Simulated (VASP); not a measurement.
# Ru (P6_3/mmc) in VASP: further runs, part 2 of 2

VASP 6.6.1. The steps go on from the part before.

**3. Single point, PBEsol**

This run uses another cell than the first one, of 17.08 Å³/atom, 1.592 times its volume.

File INCAR:

```
SYSTEM = Ru
  PREC = Accurate
  ENCUT = 520
  EDIFF = 1E-7
  ISMEAR = 0
  SIGMA = 0.15
  LREAL = .FALSE.
  LASPH = .TRUE.
  NELM = 80
  ALGO = Fast
  ISIF = 2
  LWAVE = .FALSE.
  LCHARG = .FALSE.
  GGA = PS
  NBANDS = 21
```

File KPOINTS:

```
regular mesh
0
G
  18 18 10
  0 0 0
```

File POSCAR:

```
Ru
1.0
    2.8780000000      0.0000000000      0.0000000000
   -1.4390000000      2.4924211121      0.0000000000
    0.0000000000      0.0000000000      4.7627000000
Ru
2
Direct
    0.3333333333      0.6666666667      0.2500000000
    0.6666666667      0.3333333333      0.7500000000
```

Potentials or basis: VASP PAW PBE potentials, release 64 (Ru_pv).

Command:

```sh
cat potpaw_PBE.64/Ru_pv/POTCAR > POTCAR
mpirun -np 1 vasp_std > vasp.out
```

Run time: 83 s. Hardware: 1 thread of Intel Xeon Platinum 8488C (Sapphire Rapids), shared host; peak memory 0.24 GiB.

Results (log left out):

* Free energy: -18.8942 eV
* Pressure: -46.7 GPa
* Band gap on the k mesh: zero (band 14 reaches 10.08 eV, above the bottom of band 15 at 7.97 eV)

Stress tensor (GPa, compression positive):
```
-42.79   0.00   0.00
  0.00 -42.79   0.00
  0.00   0.00 -54.43
```

Levels at points of the mesh, in eV from the Fermi level:
```
           k point  band 12  band 13  band 14  band 15  band 16  band 17
(0.00, 0.00, 0.00)    -1.41    -1.41    -0.75    -0.75     0.77     0.83
(0.50, 0.00, 0.00)    -1.28    -1.25     1.16     1.16     1.38     3.10
(0.00, 0.00, 0.50)    -1.86    -1.86    -1.86     0.35     0.35     0.35
(0.50, 0.00, 0.50)    -0.62     0.36     0.36     1.29     1.29     2.70
```

Caveat: the PAW data sets were made with another functional, which shifts forces and pressure a little.

**4. Single point, PBEsol**

This run uses another cell than the first one, of 14.02 Å³/atom, 1.307 times its volume.

File INCAR:

```
PREC     = Accurate       # precision mode
ENCUT    = 520            # plane-wave cutoff, eV
EDIFF    = 1E-6           # SCF threshold, eV
ISMEAR   = 0              # smearing method
SIGMA    = 0.15           # smearing width, eV
LREAL    = F              # projectors in reciprocal space
LASPH    = T              # aspherical terms in the spheres
NELM     = 100            # most SCF steps
ALGO     = Fast           # electronic algorithm
ISIF     = 2              # what is computed and relaxed
LWAVE    = F              # write WAVECAR
LCHARG   = T              # write CHGCAR
GGA      = PS             # functional
LELF     = T              # ELF
LVHAR    = T            
NBANDS   = 21             # bands
```

File KPOINTS:

```
regular mesh
0
Gamma
  18 18 10
```

File POSCAR:

```
Ru
1.0
    2.7273000000      0.0000000000      0.0000000000
   -1.3636500000      2.3619110838      0.0000000000
    0.0000000000      0.0000000000      4.3544000000
Ru
2
Direct
    0.3333333333      0.6666666667      0.2500000000
    0.6666666667      0.3333333333      0.7500000000
```

Command:

```sh
cat potpaw_PBE.64/Ru_pv/POTCAR > POTCAR
mpirun -np 1 vasp_std > vasp.out
```

It took 68 s on 1 thread of Intel Xeon Platinum 8488C (Sapphire Rapids), shared host; peak memory 0.21 GiB.

It converged, with:

```yaml
Free_energy: -20.2742 eV
Pressure: -16.0 GPa
Band_gap_on_the_k_mesh: zero (band 14 reaches 13.53 eV, above the bottom of band 15 at 10.58 eV)
```

Stress tensor (GPa, compression positive):
```
-14.31   0.00   0.00
  0.00 -14.31   0.00
  0.00   0.00 -19.34
```

Levels at points of the mesh, in eV from the Fermi level:
| k point | band 12 | band 13 | band 14 | band 15 | band 16 | band 17 |
| --- | --- | --- | --- | --- | --- | --- |
| (0.00, 0.00, 0.00) | -1.84 | -1.84 | -1.26 | -1.26 | 1.11 | 1.14 |
| (0.50, 0.00, 0.00) | -1.74 | -1.51 | 1.42 | 1.79 | 1.79 | 3.91 |
| (0.00, 0.00, 0.50) | -2.61 | -2.61 | -2.61 | 0.52 | 0.52 | 0.52 |
| (0.50, 0.00, 0.50) | -0.97 | 0.42 | 0.42 | 1.65 | 1.65 | 3.25 |

Caveat: the PAW data sets were made with another functional, which shifts forces and pressure a little.

**5. Single point, PBEsol**

This run uses another cell than the first one, of 14.12 Å³/atom, 1.315 times its volume.

File INCAR:

```
ALGO     = Fast           # electronic algorithm
EDIFF    = 1E-6           # SCF threshold, eV
ENCUT    = 520            # plane-wave cutoff, eV
GGA      = PS             # functional
ISIF     = 2              # what is computed and relaxed
ISMEAR   = 0              # smearing method
LASPH    = T              # aspherical terms in the spheres
LCHARG   = F              # write CHGCAR
LREAL    = F              # projectors in reciprocal space
LWAVE    = F              # write WAVECAR
NBANDS   = 21             # bands
NELM     = 100            # most SCF steps
PREC     = Accurate       # precision mode
SIGMA    = 0.15           # smearing width, eV
```

File KPOINTS:

```
k-points
0
Gamma
  18 18 10
```

File POSCAR:

```
Ru
1.0
    2.8027000000      0.0000000000      0.0000000000
   -1.4013500000      2.4272093992      0.0000000000
    0.0000000000      0.0000000000      4.1503000000
Ru
2
Direct
    0.3333333333      0.6666666667      0.2500000000
    0.6666666667      0.3333333333      0.7500000000
```

Command:

```sh
cat potpaw_PBE.64/Ru_pv/POTCAR > POTCAR
mpirun -np 1 vasp_std > vasp.out
```

Run time: 80 s. Hardware: 1 thread of Intel Xeon Platinum 8488C (Sapphire Rapids), shared host; peak memory 0.22 GiB.

The run converged. Its results:

```yaml
Free_energy: -20.1718 eV
Pressure: -15.5 GPa
Band_gap_on_the_k_mesh: zero (band 14 reaches 13.27 eV, above the bottom of band 15 at 10.31 eV)
```

Stress tensor (GPa, compression positive):
```
-23.31   0.00   0.00
  0.00 -23.31   0.00
  0.00   0.00   0.17
```

Levels at points of the mesh, in eV from the Fermi level:
```tsv
k point	band 11	band 12	band 13	band 14	band 15	band 16	band 17	band 18
(0.00, 0.00, 0.00)	-1.81	-1.81	-1.76	-1.76	-1.72	1.10	1.10	1.95
(0.50, 0.00, 0.00)	-2.00	-1.64	-1.12	0.93	1.48	2.05	3.64	5.54
(0.00, 0.00, 0.50)	-2.89	-2.89	-2.29	-2.29	0.58	0.58	0.58	0.58
(0.50, 0.00, 0.50)	-1.26	-1.26	0.33	0.33	1.29	1.29	3.12	3.12
```

Caveat: the PAW data sets were made with another functional, which shifts forces and pressure a little.

**6. Overview**

| cell | gap on the mesh (eV) | pressure (GPa) |
| --- | --- | --- |
| a = 2.539, b = 2.539, c = 3.844 Å, angles 90.0, 90.0, 120.0°, 2 atoms | none | 128.2 |
| a = 2.878, b = 2.878, c = 4.763 Å, angles 90.0, 90.0, 120.0°, 2 atoms | none | -46.7 |
| a = 2.727, b = 2.727, c = 4.354 Å, angles 90.0, 90.0, 120.0°, 2 atoms | none | -16.0 |
| a = 2.803, b = 2.803, c = 4.150 Å, angles 90.0, 90.0, 120.0°, 2 atoms | none | -15.5 |

Alike in all rows: task single point; level PBEsol; potentials or basis VASP PAW PBE potentials, release 64 (Ru_pv); no spin polarisation; k mesh 18 × 18 × 10; cutoff (eV) 520; smearing gaussian 0.15 eV.

Caveats: the PAW data sets were made with another functional, which shifts forces and pressure a little.

Total energies depend on the potentials used, so only differences within one code and one set of settings carry meaning.
